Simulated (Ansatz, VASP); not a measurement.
**Si: VASP beside Ansatz**

The input INCAR:

```
SYSTEM = Si
  PREC = Accurate
  ENCUT = 600
  EDIFF = 1E-6
  ISMEAR = 0
  SIGMA = 0.1
  LREAL = .False.
  LASPH = .True.
  NELM = 60
  ALGO = Normal
  ISIF = 3
  LWAVE = .False.
  LCHARG = .False.
  GGA = PE
  IBRION = 2
  NSW = 90
  EDIFFG = -0.04
```

File KPOINTS:

```
regular mesh
0
Gamma
  6 6 6
  0 0 0
```

File POSCAR:

```
Si
1.0
    1.9677865900      1.1361021200      2.9799001800
   -1.9677865900      1.1361021200      2.9799001800
    0.0000000000     -2.2722042400      2.9799001800
Si
2
Direct
    0.5941707900      0.5941707900      0.5941707900
    0.4058292100      0.4058292100      0.4058292100
```

Input for Ansatz:

```yaml
crystal:
  lattice:
    - [1.96778659, 1.13610212, 2.97990018]
    - [-1.96778659, 1.13610212, 2.97990018]
    - [0.0, -2.27220424, 2.97990018]
  atoms:
    - { symbol: Si, position: [0.59417079, 0.59417079, 0.59417079] }
    - { symbol: Si, position: [0.40582921, 0.40582921, 0.40582921] }
basis:
  ecutwfc: 420
kpoints:
  mp_grid: { grid: [6, 6, 6] }
hamiltonian:
  xc: pbe
scf:
  occupations: { method: gaussian, width: 0.1 }
  lower_state_search: "off"
output:
  forces: true
  stress: true
  eigenvalues: true
relax:
  adjacent_minimum: "off"
  f_tol: 0.04
  max_steps: 70
  cell: { stress_tol: 0.4 }
```

Alike in both runs: task relaxation of cell and atoms; functional PBE; k mesh 6 × 6 × 6; occupations gaussian, width 0.1 eV; no spin polarisation.

|  | VASP | Ansatz |
| --- | --- | --- |
| version | VASP 6.6.1 | Ansatz 0.2.0 |
| potentials or method | VASP PAW PBE potentials, release 64 (Si), cutoff 600 eV | scalar-relativistic, plane waves, PAW |
| valence electrons in the cell | 8 | 8 |

Ansatz gave:

| Property | Result |
| --- | --- |
| gap on the k mesh at the Fermi level, each at its own relaxed structure (eV) | 0.74 |
| relaxed volume (Å³/atom) | 20.48 |
| relaxed cell length with the largest relative difference (Å) | 3.871 |

**Question.** Which values does VASP return?

**Answer.** gap on the k mesh at the Fermi level, each at its own relaxed structure (eV): 0.20; relaxed volume (Å³/atom): 27.06; relaxed cell length with the largest relative difference (Å): 4.748.

Noted on VASP's run: the volume moved by over 15 % at a fixed basis, so the end points are rough.
